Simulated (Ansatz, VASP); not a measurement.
**KTaO3 in VASP and in Ansatz**

```xyz
5
Lattice="3.9883 0.0399 0.0399 0.0399 3.9883 0.0399 0.0399 0.0399 3.9883" Properties=species:S:1:pos:R:3 pbc="T T T"
K     2.0340    2.0340    2.0340
Ta    0.0000    0.0000    0.0000
O     1.9942    0.0199    0.0199
O     0.0199    1.9942    0.0199
O     0.0199    0.0199    1.9942
```

Change from the starting cell: equal xy, yz and zx shear strains of +2 %, crystal datasets.

Alike in both runs: task electric field gradients; functional LDA; k mesh 5 × 5 × 5; occupations fermi-dirac, width 0.01 eV; no spin polarisation.

|  | VASP | Ansatz |
| --- | --- | --- |
| version | VASP 6.6.1 | Ansatz 0.2.0 |
| potentials or method | VASP PAW LDA potentials, release 64 (K_sv, Ta_pv, O), cutoff 520 eV | all-electron PAW with datasets made for the crystal, scalar-relativistic |

```csv
,VASP,Ansatz,Ansatz less VASP
gap on the k mesh at the Fermi level (eV),2.09,2.14,+0.057
pressure (GPa),-4.4,-5.5,-1.10
"traceless stress, the component that is largest in VASP (GPa)",-1.97,-1.98,-0.003
size of Vzz on the site where it differs most (V/Å²),46.1,49.8,+3.69
```

LDA's correlation is that of Perdew and Zunger in VASP and of Perdew and Wang (1992) in Ansatz. Ansatz ran all-electron here, and VASP with PAW potentials.

Neither program's run includes spin-orbit coupling.
